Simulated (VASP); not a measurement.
# BiTe (Fm-3m) in VASP: notebook, part 2 of 2

VASP 6.6.1.

**5. Single point, PBE-based screened hybrid with 35 % exact exchange**

Input file POSCAR:

```
BiTe
1.0
    0.0000000000      3.2350000000      3.2350000000
    3.2350000000      0.0000000000      3.2350000000
    3.2350000000      3.2350000000      0.0000000000
Bi Te
1 1
Direct
    0.0000000000      0.0000000000      0.0000000000
    0.5000000000      0.5000000000      0.5000000000
```

Input file INCAR.step1:

```
SYSTEM = BiTe
PREC = Accurate
ENCUT = 520
EDIFF = 1E-5
ISMEAR = -1
SIGMA = 0.05
LREAL = .False.
LASPH = .True.
NELM = 60
ALGO = Normal
ISIF = 2
LWAVE = .True.
NBANDS = 18
GGA = PE
```

Input file INCAR.step2:

```
SYSTEM = BiTe
PREC = Accurate
ENCUT = 520
EDIFF = 1E-6
ISMEAR = -1
SIGMA = 0.05
LREAL = .False.
LASPH = .True.
NELM = 60
ALGO = Normal
ISIF = 2
LWAVE = .False.
LCHARG = .True.
GGA = PE
LHFCALC = .True.
AEXX = 0.35
HFSCREEN = 0.2078699
PRECFOCK = Normal
LELF = .True.
LVHAR = .True.
NBANDS = 18
ISTART = 1
```

Input file KPOINTS:

```
regular mesh
0
Gamma
  4 4 4
  0 0 0
```

Started as:

```console
$ cat potpaw_PBE.64/Bi_d/POTCAR potpaw_PBE.64/Te/POTCAR > POTCAR
$ cp INCAR.step1 INCAR
$ mpirun -np 1 vasp_std > vasp.out
$ cp INCAR.step2 INCAR
$ mpirun -np 1 vasp_std > vasp.out
```

It took 11 min on 1 thread of Intel Xeon 6975P-C (Granite Rapids), shared host; peak memory 0.32 GiB.

It converged, with:

| Quantity | Value |
| --- | --- |
| Free energy | -9.3147 eV |
| Pressure | -2.3 GPa |
| Band gap on the k mesh | zero (an odd number of electrons rules out a gap without spin polarisation) |

Levels at points of the mesh, in eV from the Fermi level:
```csv
k point,band 8,band 9,band 10,band 11,band 12,band 13
"(0.00, 0.00, 0.00)",-3.20,-3.20,-3.20,2.70,2.70,2.70
"(0.50, 0.00, 0.00)",-2.45,-2.45,-1.89,-0.80,-0.70,-0.70
"(0.50, 0.50, 0.00)",-6.79,-4.90,-4.90,2.59,4.30,4.30
```

Caveat: the k points lie up to 0.42 Å⁻¹ apart, too coarse for converged energies and pressures of a metal; the PAW data sets were made with another functional, which shifts forces and pressure a little; spin-orbit coupling is left out, which moves the levels of the heavy elements.

**6. Single point, PBE-based screened hybrid with 50 % exact exchange**

POSCAR is that of step 5.

Input file INCAR.step1:

```
  PREC = Accurate
  ENCUT = 520
  EDIFF = 1E-5
  ISMEAR = -1
  SIGMA = 0.05
  LREAL = False
  LASPH = True
  NELM = 100
  ALGO = Normal
  ISIF = 2
  LWAVE = True
  LCHARG = False
  GGA = PE
  NBANDS = 18
```

Input file INCAR.step2:

```
  PREC = Accurate
  ENCUT = 520
  EDIFF = 1E-6
  ISMEAR = -1
  SIGMA = 0.05
  LREAL = False
  LASPH = True
  NELM = 100
  ALGO = Normal
  ISIF = 2
  LWAVE = False
  LCHARG = False
  GGA = PE
  LHFCALC = True
  AEXX = 0.5
  HFSCREEN = 0.2078699
  PRECFOCK = Normal
  ISTART = 1
  NBANDS = 18
```

Input file KPOINTS:

```
Automatic mesh
0
Gamma
  4 4 4
```

Potentials or basis: VASP PAW PBE potentials, release 64 (Bi_d, Te).

Started as:

```console
$ cat potpaw_PBE.64/Bi_d/POTCAR potpaw_PBE.64/Te/POTCAR > POTCAR
$ cp INCAR.step1 INCAR
$ mpirun -np 1 vasp_std > vasp.out
$ cp INCAR.step2 INCAR
$ mpirun -np 1 vasp_std > vasp.out
```

OUTCAR:

```text
PREC = Accurate
   ENCUT = 520
   EDIFF = 1E-6
   ISMEAR = -1
   LREAL = False
   LASPH = True
   NELM = 100
   ISIF = 2
   GGA = PE
   LHFCALC = True
   AEXX = 0.5
   HFSCREEN = 0.2078699
   PRECFOCK = Normal
   ISTART = 1

 ion  position               nearest neighbor table
   1  0.000  0.000  0.000-   2 3.23   2 3.23   2 3.23   2 3.23   2 3.23   2 3.23
   2  0.500  0.500  0.500-   1 3.23   1 3.23   1 3.23   1 3.23   1 3.23   1 3.23

  LATTYP: Found a face centered cubic cell.
 ALAT       =     6.4700000000

  Lattice vectors:

 A1 = (   0.0000000000,   3.2350000000,   3.2350000000)
 A2 = (   3.2350000000,   0.0000000000,   3.2350000000)
 A3 = (   3.2350000000,   3.2350000000,   0.0000000000)

Analysis of symmetry for initial positions (statically):
=====================================================================
 Subroutine PRICEL returns:
 Original cell was already a primitive cell.

 Routine SETGRP: Setting up the symmetry group for a
 face centered cubic supercell.

 Subroutine GETGRP returns: Found 48 space group operations
 (whereof 48 operations were pure point group operations)
 out of a pool of 48 trial point group operations.

The static configuration has the point symmetry O_h .

Analysis of symmetry for dynamics (positions and initial velocities):
=====================================================================
 Subroutine PRICEL returns:
 Original cell was already a primitive cell.

 Routine SETGRP: Setting up the symmetry group for a
 face centered cubic supercell.

 Subroutine GETGRP returns: Found 48 space group operations
 (whereof 48 operations were pure point group operations)
 out of a pool of 48 trial point group operations.

The dynamic configuration has the point symmetry O_h .
[... 102 lines left out ...]
     AMIX_MAG =   1.60;   BMIX_MAG =  1.00
  volume/ion in A,a.u.               =      33.86       228.46
  Fermi-wavevector in a.u.,A,eV,Ry     =   1.108146  2.094092 16.707785  1.227988
  Thomas-Fermi vector in A             =   2.244669
   LORBIT       =      0    0 simple, 1 ext, 2 COOP (PROOUT), +10 PAW based schemes
   GGA     = PE    functional components
   LHFCALC =     T    Hartree Fock is set to
   PRECFOCK=normal    Normal, Fast or Accurate (Low or Medium for compatibility)
   ENCUT4O =  -1.0   cutoff for four orbital integrals eV
   NKREDX  =     1    reduce k-point grid by
   NKREDY  =     1    reduce k-point grid by
   NKREDZ  =     1    reduce k-point grid by
   AEXX    =    0.5000 exact exchange contribution
   HFSCREEN=    0.2079 screening length (either q_TF or 0.3 A-1)
   HFSCREENC=   0.2079 screening length for correlation (either q_TF or 0.3 A-1)
   ENCUTFOCK=  -1.0 apply spherical cutoff to Coloumb kernel
   IVDW    =     0    specifies the selected vdW correction
   LEPSILON=     F    determine dielectric tensor
   LRPA    =     F    only Hartree local field effects (RPA)
 non-spin polarized calculation
  energy-cutoff  :      520.00
  volume of cell :       67.71
 maximum number of plane-waves:      1847
 NGX is ok and might be reduce to    36
  NGX = 28; NGY = 28; NGZ = 28

 number of electron      21.0000001 magnetization

 Free energy of the ion-electron system (eV)
  ---------------------------------------------------
  ext. energy  EPLUGINS =         0.00000000
  ---------------------------------------------------
  free energy    TOTEN  =       -10.39634607 eV

  energy without entropy =      -10.38394679  energy(sigma->0) =      -10.39014643

 E-fermi :   6.4420     XC(G=0):  -6.3109

 val. band max:        6.2731690676   @ k =  -0.2500   0.2500   0.0000
 cond. band min:       6.5108153243   @ k =  -0.2500   0.2500   0.0000
 fundamental gap:      0.2376462566
 Fermi energy:         6.4420441320

 k-point     1 :       0.0000    0.0000    0.0000
  band No.  band energies     occupation
      1     -21.1382      2.00000
      2     -21.1382      2.00000
      3     -21.1234      2.00000
      4     -21.1234      2.00000
      5     -21.1234      2.00000
      6     -10.0468      2.00000
[... 145 lines left out ...]
      5     -21.1123      2.00000
      6      -7.2760      2.00000
[... 10 lines left out ...]
     17      17.2510      0.00000
     18      18.6361      0.00000

------------------------ aborting loop because EDIFF is reached ----------------------------------------

  FORCE on cell =-STRESS in cart. coord.  units (eV):
  Direction    XX          YY          ZZ          XY          YZ          ZX
  --------------------------------------------------------------------------------------
  -------------------------------------------------------------------------------------
  Total       -1.5357744     -1.5357744     -1.5357744      0.0000000      0.0000000     -0.0000000
  in kB      -36.3400196    -36.3400196    -36.3400196      0.0000000      0.0000000     -0.0000000
  external PRESSURE =     -36.3400196 kB  Pullay stress =       0.0000000 kB

 VOLUME and BASIS-vectors are now :
 -----------------------------------------------------------------------------
  energy-cutoff  :      520.00
  volume of cell :       67.71
      direct lattice vectors                 reciprocal lattice vectors
     0.000000000  3.235000000  3.235000000    -0.154559505  0.154559505  0.154559505
     3.235000000  0.000000000  3.235000000     0.154559505 -0.154559505  0.154559505
     3.235000000  3.235000000  0.000000000     0.154559505  0.154559505 -0.154559505

 POSITION                                       TOTAL-FORCE (eV/Angst)
 -----------------------------------------------------------------------------------
      0.00000      0.00000      0.00000         0.000000     -0.000000     -0.000000
      3.23500      3.23500      3.23500        -0.000000      0.000000      0.000000
 -----------------------------------------------------------------------------------
    total drift:                               -0.000008     -0.000002     -0.000003

  FREE ENERGIE OF THE ION-ELECTRON SYSTEM (eV)
  ---------------------------------------------------
  free  energy   TOTEN  =       -10.3963460714 eV

  energy  without entropy=      -10.3839467885  energy(sigma->0) =      -10.39014643
```

OUTCAR.step1:

```text
PREC = Accurate
   ENCUT = 520
   EDIFF = 1E-5
   ISMEAR = -1
   LREAL = False
[... 371 lines left out ...]
      0.00000      0.00000      0.00000         0.000000      0.000000      0.000000
      3.23500      3.23500      3.23500         0.000000      0.000000     -0.000000
 -----------------------------------------------------------------------------------
    total drift:                               -0.000000      0.000000      0.000000

  FREE ENERGIE OF THE ION-ELECTRON SYSTEM (eV)
  ---------------------------------------------------
  free  energy   TOTEN  =        -7.2101619839 eV

  energy  without entropy=       -7.1868337741  energy(sigma->0) =       -7.19849788
```

OSZICAR.step1:

```text
N       E                     dE             d eps       ncg     rms          rms(c)
DAV:   1     0.159315548033E+03    0.15932E+03   -0.98478E+03   288   0.114E+03
DAV:   2     0.454094109538E+01   -0.15477E+03   -0.15113E+03   320   0.320E+02
DAV:   3    -0.689438240856E+01   -0.11435E+02   -0.11319E+02   344   0.872E+01
DAV:   4    -0.721886382663E+01   -0.32448E+00   -0.32420E+00   366   0.158E+01
DAV:   5    -0.723050359380E+01   -0.11640E-01   -0.11639E-01   426   0.268E+00    0.594E+00
DAV:   6    -0.720520647680E+01    0.25297E-01   -0.90883E-02   374   0.184E+00    0.349E+00
DAV:   7    -0.720978414382E+01   -0.45777E-02   -0.21838E-02   356   0.750E-01    0.650E-01
DAV:   8    -0.721002639938E+01   -0.24226E-03   -0.30600E-03   344   0.370E-01    0.958E-02
DAV:   9    -0.721015717999E+01   -0.13078E-03   -0.31599E-04   334   0.105E-01    0.322E-02
DAV:  10    -0.721016198387E+01   -0.48039E-05   -0.10116E-05   314   0.191E-02
   1 F= -.72101620E+01 E0= -.71984979E+01  d E =-.233282E-01
```

Run time: 8.5 min. Hardware: 1 thread of Intel Xeon 6975P-C (Granite Rapids), shared host; peak memory 0.32 GiB.

Results:

```yaml
Free_energy: -10.3963 eV
Pressure: -3.6 GPa
Band_gap_on_the_k_mesh: zero (an odd number of electrons rules out a gap without spin polarisation)
```

Levels at points of the mesh, in eV from the Fermi level:
| k point | band 8 | band 9 | band 10 | band 11 | band 12 | band 13 |
| --- | --- | --- | --- | --- | --- | --- |
| (0.00, 0.00, 0.00) | -3.52 | -3.52 | -3.52 | 2.91 | 2.91 | 2.91 |
| (0.50, 0.00, 0.00) | -2.72 | -2.72 | -2.04 | -0.81 | -0.74 | -0.74 |
| (0.50, 0.50, 0.00) | -7.29 | -5.30 | -5.30 | 2.72 | 4.58 | 4.58 |

Caveat: the k points lie up to 0.42 Å⁻¹ apart, too coarse for converged energies and pressures of a metal; the PAW data sets were made with another functional, which shifts forces and pressure a little; spin-orbit coupling is left out, which moves the levels of the heavy elements.

**7. The runs side by side**

```csv
level,cell,share of exact exchange,screening parameter,gap on the mesh (eV),pressure (GPa)
PBE0,"a = 4.575 Å, angles 60.0°, 2 atoms",0.25,-,none,-1.8
PBE0,"a = 4.605 Å, angles 60.0°, 2 atoms",0.25,-,none,-2.7
PBE0,"a = 4.635 Å, angles 60.0°, 2 atoms",0.25,-,none,-3.5
PBE-based screened hybrid with 35 % exact exchange,"a = 4.575 Å, angles 60.0°, 2 atoms",0.35,0.20787 1/Å,none,-2.3
PBE-based screened hybrid with 50 % exact exchange,"a = 4.575 Å, angles 60.0°, 2 atoms",0.5,0.20787 1/Å,none,-3.6
```

Alike in all rows: task single point; potentials or basis VASP PAW PBE potentials, release 64 (Bi_d, Te); no spin polarisation; k mesh 4 × 4 × 4; cutoff (eV) 520; smearing fermi-dirac 0.05 eV.

Caveats: all runs use coarse meshes; the PAW data sets were made with another functional, which shifts forces and pressure a little; spin-orbit coupling is left out, which moves the levels of the heavy elements.

Absolute energies hang on the potentials; compare differences alone.
